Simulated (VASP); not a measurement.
# Ta (P6_3/mmc) in VASP: single point with PBE

Aim: the single point of Ta with PBE.

All numbers are computed with VASP 6.6.1; they aren't measurements. Logs are shortened: lines on timing, memory, paths and dates and some standing lists are left out, and cuts for length are marked.

## (1) The cell of the first run

The structure is hexagonal, space group P6_3/mmc (No. 194). The conventional cell has a = 2.900 Å, b = 2.900 Å, c = 5.166 Å, α = 90.00°, β = 90.00°, γ = 120.00°. Within 3.8 Å of Ta (site symmetry -6m2) lie 12 Ta at 2.90 to 3.08 Å.

## (2) Single point, PBE

Input file INCAR:

```
SYSTEM = Ta
PREC = Accurate ; ENCUT = 520
EDIFF = 1E-6 ; ISMEAR = 0
SIGMA = 0.15 ; LREAL = .False.
LASPH = .True. ; NELM = 80
ALGO = Fast ; ISIF = 2
LWAVE = .False. ; LCHARG = .False.
GGA = PE ; NBANDS = 18
```

Input file KPOINTS:

```
regular mesh
0
Gamma
  21 21 10
  0 0 0
```

Input file POSCAR:

```
Ta
1.0
    2.9003720726      0.0000000000      0.0000000000
   -1.4501860363      2.5117958953      0.0000000000
    0.0000000000      0.0000000000      5.1662740000
Ta
2
Direct
    0.6666666667      0.3333333333      0.7500000000
    0.3333333333      0.6666666667      0.2500000000
```

Potentials or basis: VASP PAW PBE potentials, release 64 (Ta_pv).

On the command line:

```bash
$ cat potpaw_PBE.64/Ta_pv/POTCAR > POTCAR
$ mpirun -np 1 vasp_std > vasp.out
```

OUTCAR:

```text
SYSTEM = Ta
   PREC = Accurate
   ENCUT = 520
   EDIFF = 1E-6
   ISMEAR = 0
   LREAL = .False.
   LASPH = .True.
   NELM = 80
   ISIF = 2
   GGA = PE

 ion  position               nearest neighbor table
   1  0.667  0.333  0.750-   2 3.08   2 3.08   2 3.08   2 3.08   2 3.08   2 3.08
   2  0.333  0.667  0.250-   1 3.08   1 3.08   1 3.08   1 3.08   1 3.08   1 3.08

  LATTYP: Found a hexagonal cell.
 ALAT       =     2.9003720726
 C/A-ratio  =     1.7812452577

  Lattice vectors:

 A1 = (   2.9003720726,   0.0000000000,   0.0000000000)
 A2 = (  -1.4501860363,   2.5117958953,   0.0000000000)
 A3 = (   0.0000000000,   0.0000000000,   5.1662740000)

Analysis of symmetry for initial positions (statically):
=====================================================================
 Subroutine PRICEL returns:
 Original cell was already a primitive cell.

 Routine SETGRP: Setting up the symmetry group for a
 hexagonal supercell.

 Subroutine GETGRP returns: Found 24 space group operations
 (whereof 12 operations were pure point group operations)
 out of a pool of 24 trial point group operations.

The static configuration has the point symmetry D_3d.
 The point group associated with its full space group is D_6h.

Analysis of symmetry for dynamics (positions and initial velocities):
=====================================================================
 Subroutine PRICEL returns:
 Original cell was already a primitive cell.

 Routine SETGRP: Setting up the symmetry group for a
 hexagonal supercell.

 Subroutine GETGRP returns: Found 24 space group operations
 (whereof 12 operations were pure point group operations)
 out of a pool of 24 trial point group operations.

The dynamic configuration has the point symmetry D_3d.
 The point group associated with its full space group is D_6h.

 Subroutine INISYM returns: Found 24 space group operations
 (whereof 12 operations are pure point group operations),
 and found     1 'primitive' translations

----------------------------------------------------------------------------------------

                                     Primitive cell

  volume of cell :      37.6370

  direct lattice vectors                    reciprocal lattice vectors
     2.900372073  0.000000000  0.000000000     0.344783350  0.199060760  0.000000000
    -1.450186036  2.511795895  0.000000000     0.000000000  0.398121520  0.000000000
     0.000000000  0.000000000  5.166274000     0.000000000  0.000000000  0.193563098

  length of vectors
[... 78 lines left out ...]
   LSORBIT =      F    spin-orbit coupling
   LASPH  =      T    aspherical Exc in radial PAW
   ENCUT  =  520.0 eV  38.22 Ry    6.18 a.u.   5.39  5.39  9.61*2*pi/ulx,y,z
   NELM   =     80;   NELMIN=  2; NELMDL= -5     # of ELM steps
   EDIFF  = 0.1E-05   stopping-criterion for ELM
   LREAL  =      F    real-space projection
   EDIFFG = 0.1E-04   stopping-criterion for IOM
   NSW    =      0    number of steps for IOM
   IBRION =     -1    ionic relax: 0-MD 1-quasi-New 2-CG
   NFREE  =      0    steps in history (QN), initial steepest desc. (CG)
   ISIF   =      2    stress and relaxation
   ISYM   =      2    0-nonsym 1-usesym 2-fastsym
   POTIM  = 0.5000    time-step for ionic-motion
   TEBEG  =    0.0;   TEEND  =   0.0 temperature during run
   PSTRESS=    0.0 pullay stress
   NELECT =      22.0000    total number of electrons
   NUPDOWN=      -1.0000    fix difference up-down
   EMIN   =  10.00;   EMAX   =-10.00  energy-range for DOS
   EFERMI =   0.00;   METHOD = LEGACY
   ISMEAR =     0;   SIGMA  =   0.15  broadening in eV -4-tet -1-fermi 0-gaus
   EFERMI_NEDOS =   21; number of points for ismear=-14 and -15
   IALGO  =     68    algorithm
   IMIX   =      4    mixing-type and parameters
     AMIX     =   0.40;   BMIX     =  1.00
     AMIX_MAG =   1.60;   BMIX_MAG =  1.00
  volume/ion in A,a.u.               =      18.82       126.99
  Fermi-wavevector in a.u.,A,eV,Ry     =   1.368812  2.586680 25.492516  1.873647
  Thomas-Fermi vector in A             =   2.494743
   LORBIT       =      0    0 simple, 1 ext, 2 COOP (PROOUT), +10 PAW based schemes
   GGA     = PE    functional components
   LHFCALC =     F    Hartree Fock is set to
   AEXX    =    0.0000 exact exchange contribution
   IVDW    =     0    specifies the selected vdW correction
   LEPSILON=     F    determine dielectric tensor
   LRPA    =     F    only Hartree local field effects (RPA)
 non-spin polarized calculation
 RMM-DIIS sequential band-by-band and
 Gauss-broadening in eV      SIGMA  =   0.15
  energy-cutoff  :      520.00
  volume of cell :       37.64
 maximum number of plane-waves:      1039
 NGX is ok and might be reduce to    24
   NGX = 11   NGY = 11   NGZ = 19

 number of electron      22.0000003 magnetization

 Free energy of the ion-electron system (eV)
  ---------------------------------------------------
  ext. energy  EPLUGINS =         0.00000000
  ---------------------------------------------------
  free energy    TOTEN  =       -23.08058272 eV

  energy without entropy =      -23.05239866  energy(sigma->0) =      -23.06649069

 E-fermi :   5.5542     XC(G=0): -12.3822

 val. band max:        5.5526054049   @ k =   0.2857   0.2381   0.1000
 cond. band min:       5.5558789269   @ k =   0.1429   0.0952   0.1000
 fundamental gap:      0.0032735220
 Fermi energy:         5.5542239039

 k-point     1 :       0.0000    0.0000    0.0000
  band No.  band energies     occupation
      1     -28.9984      2.00000
      2     -28.1900      2.00000
      3     -28.0708      2.00000
      4     -28.0708      2.00000
      5     -27.9893      2.00000
      6     -27.9893      2.00000
[... 481 lines left out ...]
      5     -28.2190      2.00000
      6     -28.1213      2.00000
[... 10 lines left out ...]
     17      10.8156      0.00000
     18      13.6674      0.00000

 [... further k-points ...]
[... 5 lines left out ...]
  --------------------------------------------------------------------------------------
  -------------------------------------------------------------------------------------
  Total       -0.0879527     -0.0879527     -0.2950086      0.0000000      0.0000000      0.0000000
  in kB       -3.7440740     -3.7440740    -12.5582679      0.0000000      0.0000000      0.0000000
  external PRESSURE =      -6.6821386 kB  Pullay stress =       0.0000000 kB

 VOLUME and BASIS-vectors are now :
 -----------------------------------------------------------------------------
  energy-cutoff  :      520.00
  volume of cell :       37.64
      direct lattice vectors                 reciprocal lattice vectors
     2.900372073  0.000000000  0.000000000     0.344783350  0.199060760  0.000000000
    -1.450186036  2.511795895  0.000000000     0.000000000  0.398121520  0.000000000
     0.000000000  0.000000000  5.166274000     0.000000000  0.000000000  0.193563098

 POSITION                                       TOTAL-FORCE (eV/Angst)
 -----------------------------------------------------------------------------------
      1.45019      0.83727      3.87471        -0.000000     -0.000000      0.000000
     -0.00000      1.67453      1.29157         0.000000      0.000000      0.000000
 -----------------------------------------------------------------------------------
    total drift:                               -0.000000      0.000000     -0.000000

  FREE ENERGIE OF THE ION-ELECTRON SYSTEM (eV)
  ---------------------------------------------------
  free  energy   TOTEN  =       -23.0805827220 eV

  energy  without entropy=      -23.0523986620  energy(sigma->0) =      -23.06649069
```

Wall time 58 s (1 thread of Intel Xeon 6975P-C (Granite Rapids), shared host); peak memory 0.27 GiB.

What came out:

* Free energy: -23.0806 eV
* Pressure: -0.7 GPa
* Band gap on the k mesh: zero (band 11 reaches 7.01 eV, above the bottom of band 12 at 4.83 eV)

Caveat: spin-orbit coupling is left out, which moves the levels of the heavy elements.
